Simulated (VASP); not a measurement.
# C in VASP: further runs

Runs on C. Level: PBE+D3(BJ). Tasks: single point.

Everything below comes from runs of VASP 6.6.1. Logs are shortened: lines on timing, memory, paths and dates and some standing lists are left out, and cuts for length are marked.

## (1) The cell of the first run

Symmetry: Pmma, No. 51, orthorhombic system. The conventional cell has a = 2.465 Å, b = 3.572 Å, c = 4.269 Å, α = 90.00°, β = 90.00°, γ = 90.00°. C (site symmetry mm2) has 3 C at 1.38 to 1.42 Å within 1.8 Å. C (site symmetry mm2) has 3 C at 1.42 to 1.47 Å within 1.9 Å.

## (2) Single point, PBE+D3(BJ) (atoms displaced along a vibrational mode)

INCAR reads:

```
  PREC = Accurate
  ENCUT = 520
  EDIFF = 1E-7
  ISMEAR = 0
  SIGMA = 0.15
  LREAL = F
  LASPH = T
  NELM = 100
  ALGO = Normal
  ISIF = 2
  LWAVE = F
  LCHARG = F
  GGA = PE
  IVDW = 12
  NBANDS = 16
```

KPOINTS reads:

```
regular mesh
0
Gamma
  18 12 10
```

POSCAR reads:

```
C
1.0
   -2.4646600698      0.0000000000      0.0000000000
    0.0000000000      0.0000000000     -3.5719696368
    0.0000000000     -4.2689164642      0.0000000000
C
4
Direct
    0.5000000000      0.0000000000      0.1779107377
    0.0000000000      0.0000000000      0.6554225957
    0.0000000000      0.0000000000      0.3220892623
    0.5000000000      0.0000000000      0.8445774043
```

Potentials or basis: VASP PAW PBE potentials, release 64 (C).

Started as:

```console
> cat potpaw_PBE.64/C/POTCAR > POTCAR
> mpirun -np 1 vasp_std > vasp.out
```

OUTCAR:

```text
PREC = Accurate
   ENCUT = 520
   EDIFF = 1E-7
   ISMEAR = 0
   LREAL = F
   LASPH = T
   NELM = 100
   ISIF = 2
   GGA = PE
   IVDW = 12
 IVDW          = 12

 ion  position               nearest neighbor table
   1  0.500  0.000  0.178-   3 1.38   3 1.38   4 1.42
   2  0.000  0.000  0.655-   3 1.42   4 1.47   4 1.47
   3  0.000  0.000  0.322-   1 1.38   1 1.38   2 1.42
   4  0.500  0.000  0.845-   1 1.42   2 1.47   2 1.47

  LATTYP: Found a simple orthorhombic cell.
 ALAT       =     2.4646600698
 B/A-ratio  =     1.4492747623
 C/A-ratio  =     1.7320508075

  Lattice vectors:

 A1 = (  -2.4646600698,   0.0000000000,   0.0000000000)
 A2 = (   0.0000000000,   0.0000000000,  -3.5719696368)
 A3 = (   0.0000000000,  -4.2689164642,   0.0000000000)

Analysis of symmetry for initial positions (statically):
=====================================================================
 Subroutine PRICEL returns:
 Original cell was already a primitive cell.

 Routine SETGRP: Setting up the symmetry group for a
 simple orthorhombic supercell.

 Subroutine GETGRP returns: Found  8 space group operations
 (whereof  4 operations were pure point group operations)
 out of a pool of  8 trial point group operations.

The static configuration has the point symmetry C_2v.
 The point group associated with its full space group is D_2h.

Analysis of symmetry for dynamics (positions and initial velocities):
=====================================================================
 Subroutine PRICEL returns:
 Original cell was already a primitive cell.

 Routine SETGRP: Setting up the symmetry group for a
 simple orthorhombic supercell.

 Subroutine GETGRP returns: Found  8 space group operations
 (whereof  4 operations were pure point group operations)
 out of a pool of  8 trial point group operations.

The dynamic configuration has the point symmetry C_2v.
 The point group associated with its full space group is D_2h.

 Subroutine INISYM returns: Found  8 space group operations
 (whereof  4 operations are pure point group operations),
 and found     1 'primitive' translations

----------------------------------------------------------------------------------------

[... 94 lines left out ...]
   ENCUT  =  520.0 eV  38.22 Ry    6.18 a.u.   4.58  6.64  7.94*2*pi/ulx,y,z
   NELM   =    100;   NELMIN=  2; NELMDL= -5     # of ELM steps
   EDIFF  = 0.1E-06   stopping-criterion for ELM
   LREAL  =      F    real-space projection
   EDIFFG = 0.1E-05   stopping-criterion for IOM
   NSW    =      0    number of steps for IOM
   IBRION =     -1    ionic relax: 0-MD 1-quasi-New 2-CG
   NFREE  =      0    steps in history (QN), initial steepest desc. (CG)
   ISIF   =      2    stress and relaxation
   ISYM   =      2    0-nonsym 1-usesym 2-fastsym
   POTIM  = 0.5000    time-step for ionic-motion
   TEBEG  =    0.0;   TEEND  =   0.0 temperature during run
   PSTRESS=    0.0 pullay stress
   NELECT =      16.0000    total number of electrons
   NUPDOWN=      -1.0000    fix difference up-down
   EMIN   =  10.00;   EMAX   =-10.00  energy-range for DOS
   EFERMI =   0.00;   METHOD = LEGACY
   ISMEAR =     0;   SIGMA  =   0.15  broadening in eV -4-tet -1-fermi 0-gaus
   EFERMI_NEDOS =   21; number of points for ismear=-14 and -15
   IALGO  =     38    algorithm
   IMIX   =      4    mixing-type and parameters
     AMIX     =   0.40;   BMIX     =  1.00
     AMIX_MAG =   1.60;   BMIX_MAG =  1.00
  volume/ion in A,a.u.               =       9.40        63.40
  Fermi-wavevector in a.u.,A,eV,Ry     =   1.231556  2.327303 20.636352  1.516729
  Thomas-Fermi vector in A             =   2.366360
   LORBIT       =      0    0 simple, 1 ext, 2 COOP (PROOUT), +10 PAW based schemes
   GGA     = PE    functional components
   LHFCALC =     F    Hartree Fock is set to
   AEXX    =    0.0000 exact exchange contribution
   IVDW    =    12    specifies the selected vdW correction
   LEPSILON=     F    determine dielectric tensor
   LRPA    =     F    only Hartree local field effects (RPA)
 non-spin polarized calculation
 Gauss-broadening in eV      SIGMA  =   0.15
  energy-cutoff  :      520.00
  volume of cell :       37.58
 maximum number of plane-waves:      1040
   NGX =  9   NGY = 13   NGZ = 15

 number of electron      16.0000003 magnetization

 Free energy of the ion-electron system (eV)
  ---------------------------------------------------
  ext. energy  EPLUGINS =         0.00000000
  ---------------------------------------------------
  free energy    TOTEN  =       -36.49723591 eV

  energy without entropy =      -36.49682020  energy(sigma->0) =      -36.49702806

 E-fermi :   4.1715     XC(G=0):  -9.8816

 val. band max:        4.1484844991   @ k =   0.3333   0.2500   0.0000
 cond. band min:       4.1887681657   @ k =   0.3333   0.2500   0.0000
 fundamental gap:      0.0402836665
 Fermi energy:         4.1714678428

 k-point     1 :       0.0000    0.0000    0.0000
  band No.  band energies     occupation
      1     -15.5028      2.00000
      2     -10.0828      2.00000
      3      -9.1634      2.00000
      4      -2.7600      2.00000
      5      -2.6602      2.00000
      6       1.2274      2.00000
[... 433 lines left out ...]
      3      -8.7338      2.00000
      4      -4.3723      2.00000
      5      -2.5780      2.00000
      6      -0.2719      2.00000
[... 8 lines left out ...]
     15      15.8366      0.00000
     16      16.3743      0.00000

 [... further k-points ...]

------------------------ aborting loop because EDIFF is reached ----------------------------------------

 Edisp (eV)   -0.57539

 E8    (eV) :    -0.1617

  FORCE on cell =-STRESS in cart. coord.  units (eV):
  Direction    XX          YY          ZZ          XY          YZ          ZX
  --------------------------------------------------------------------------------------
  -------------------------------------------------------------------------------------
  Total       1.32970     0.10548    -0.01611     0.00000     0.00000     0.00000
  in kB      56.68667     4.49665    -0.68699     0.00000     0.00000     0.00000
  external pressure =       20.17 kB  Pullay stress =        0.00 kB

 VOLUME and BASIS-vectors are now :
 -----------------------------------------------------------------------------
  energy-cutoff  :      520.00
  volume of cell :       37.58
      direct lattice vectors                 reciprocal lattice vectors
    -2.464660070  0.000000000  0.000000000    -0.405735465  0.000000000  0.000000000
     0.000000000  0.000000000 -3.571969637     0.000000000  0.000000000 -0.279957587
     0.000000000 -4.268916464  0.000000000     0.000000000 -0.234251480  0.000000000

 POSITION                                       TOTAL-FORCE (eV/Angst)
 -----------------------------------------------------------------------------------
     -1.23233     -0.75949      0.00000         0.000000      3.855613      0.000000
      0.00000     -2.79794      0.00000         0.000000     -3.686762      0.000000
      0.00000     -1.37497      0.00000         0.000000     -3.855613      0.000000
     -1.23233     -3.60543      0.00000         0.000000      3.686762      0.000000
 -----------------------------------------------------------------------------------
    total drift:                               -0.000000     -0.000000     -0.000000

  FREE ENERGIE OF THE ION-ELECTRON SYSTEM (eV)
  ---------------------------------------------------
  free  energy   TOTEN  =       -37.0726286382 eV

  energy  without entropy=      -37.0722129246  energy(sigma->0) =      -37.07242078
```

Run time: 1.9 min. Hardware: 1 thread of Intel Xeon Platinum 8488C (Sapphire Rapids), shared host; peak memory 0.29 GiB.

Results:

```
Free energy                : -37.0726 eV
Pressure                   : 2.0 GPa
Largest force              : 3.856 eV/Å
Band gap on the k mesh     : zero (bands 8 and 9 overlap by 0.88 eV)
Dispersion energy per atom : -0.144 eV
```

Forces in eV/Å, atoms in the order of the input:
```
C    0.000  3.856  0.000
C    0.000 -3.687  0.000
C    0.000 -3.856  0.000
C    0.000  3.687  0.000
```

Stress tensor (GPa, compression positive):
```
 5.67  0.00  0.00
 0.00  0.45  0.00
 0.00  0.00 -0.07
```

Levels at points of the mesh, in eV from the Fermi level:
| k point | band 5 | band 6 | band 7 | band 8 | band 9 | band 10 | band 11 | band 12 |
| --- | --- | --- | --- | --- | --- | --- | --- | --- |
| (0.00, 0.00, 0.00) | -6.83 | -2.94 | -2.67 | -1.80 | 2.32 | 3.82 | 6.90 | 8.17 |
| (0.50, 0.00, 0.00) | -8.96 | -8.96 | -2.19 | -2.19 | 3.24 | 3.24 | 9.26 | 9.26 |
| (0.00, 0.50, 0.00) | -6.80 | -2.92 | -2.81 | -2.65 | 1.04 | 7.10 | 8.23 | 8.79 |
| (0.50, 0.50, 0.00) | -8.90 | -8.90 | -3.30 | -3.30 | 2.42 | 2.42 | 10.39 | 10.39 |
| (0.00, 0.00, 0.50) | -6.24 | -5.66 | -4.75 | -3.92 | 5.55 | 5.76 | 7.00 | 7.46 |
| (0.50, 0.00, 0.50) | -6.36 | -6.36 | -1.88 | -1.88 | 2.36 | 2.36 | 7.05 | 7.05 |
| (0.00, 0.50, 0.50) | -6.85 | -6.22 | -6.14 | -3.89 | 6.32 | 7.55 | 7.56 | 8.71 |
| (0.50, 0.50, 0.50) | -6.33 | -6.33 | -2.87 | -2.87 | 1.07 | 1.07 | 7.30 | 7.30 |

Caveat: the cell differs from its parent crystal (atoms displaced along a vibrational mode); forces of over 1 eV/Å act on the atoms, so gaps and moduli don't describe the material at rest.

## (3) Single point, PBE+D3(BJ) (atoms displaced along a vibrational mode)

INCAR reads:

```
PREC     = Accurate       # precision mode
ENCUT    = 520            # plane-wave cutoff, eV
EDIFF    = 1E-6           # SCF threshold, eV
ISMEAR   = 0              # smearing method
SIGMA    = 0.15           # smearing width, eV
LREAL    = False          # projectors in reciprocal space
LASPH    = True           # aspherical terms in the spheres
NELM     = 80             # most SCF steps
ALGO     = Normal         # electronic algorithm
ISIF     = 2              # what is computed and relaxed
LWAVE    = False          # write WAVECAR
LCHARG   = False          # write CHGCAR
GGA      = PE             # functional
IVDW     = 12             # dispersion correction
NBANDS   = 16             # bands
```

KPOINTS reads:

```
Automatic mesh
0
Gamma
  18 12 10
```

POSCAR reads:

```
C
1.0
   -2.4646600698      0.0000000000      0.0000000000
    0.0000000000      0.0000000000     -3.5719696368
    0.0000000000     -4.2689164642      0.0000000000
C
4
Direct
    0.5000000000      0.0000000000      0.1835327733
    0.0000000000      0.0000000000      0.6722887022
    0.0000000000      0.0000000000      0.3164672267
    0.5000000000      0.0000000000      0.8277112978
```

Potentials or basis: VASP PAW PBE potentials, release 64 (C).

Started as:

```console
> cat potpaw_PBE.64/C/POTCAR > POTCAR
> mpirun -np 1 vasp_std > vasp.out
```

Run time: 98 s. Hardware: 1 thread of Intel Xeon Platinum 8488C (Sapphire Rapids), shared host; peak memory 0.29 GiB.

It converged, with:

```
Free energy                : -36.8861 eV
Pressure                   : 4.2 GPa
Largest force              : 6.448 eV/Å
Band gap on the k mesh     : zero (bands 8 and 9 overlap by 0.28 eV)
Dispersion energy per atom : -0.145 eV
```

Forces on the atoms (eV/Å):
```
C    0.000  6.448  0.000
C    0.000  2.627  0.000
C    0.000 -6.448  0.000
C    0.000 -2.627  0.000
```

Stress tensor (GPa, compression positive):
```
15.87  0.00  0.00
 0.00 -3.06  0.00
 0.00  0.00 -0.09
```

Levels at points of the mesh, in eV from the Fermi level:
| k point | band 4 | band 5 | band 6 | band 7 | band 8 | band 9 | band 10 | band 11 | band 12 | band 13 |
| --- | --- | --- | --- | --- | --- | --- | --- | --- | --- | --- |
| (0.00, 0.00, 0.00) | -7.22 | -6.87 | -4.27 | -2.47 | -1.45 | 3.59 | 3.88 | 6.34 | 7.20 | 10.20 |
| (0.50, 0.00, 0.00) | -11.11 | -8.18 | -8.18 | -1.87 | -1.87 | 2.73 | 2.73 | 9.28 | 9.28 | 10.95 |
| (0.00, 0.50, 0.00) | -8.28 | -7.19 | -4.25 | -3.40 | -1.42 | 2.12 | 6.41 | 7.42 | 9.19 | 10.27 |
| (0.50, 0.50, 0.00) | -11.02 | -8.11 | -8.11 | -3.03 | -3.03 | 1.95 | 1.95 | 10.89 | 10.89 | 11.43 |
| (0.00, 0.00, 0.50) | -6.53 | -6.42 | -5.50 | -5.35 | -5.05 | 5.66 | 5.71 | 7.28 | 7.76 | 7.82 |
| (0.50, 0.00, 0.50) | -13.53 | -5.93 | -5.93 | -1.49 | -1.49 | 1.84 | 1.84 | 7.05 | 7.05 | 10.97 |
| (0.00, 0.50, 0.50) | -6.77 | -6.51 | -6.39 | -6.35 | -5.32 | 6.99 | 7.33 | 7.66 | 7.86 | 10.68 |
| (0.50, 0.50, 0.50) | -13.42 | -5.89 | -5.89 | -2.52 | -2.52 | 0.62 | 0.62 | 7.28 | 7.28 | 13.30 |

Caveat: the cell differs from its parent crystal (atoms displaced along a vibrational mode); the cell stands under pressure; forces of over 1 eV/Å act on the atoms, so gaps and moduli don't describe the material at rest.

(Continued in part 2 of 3.)
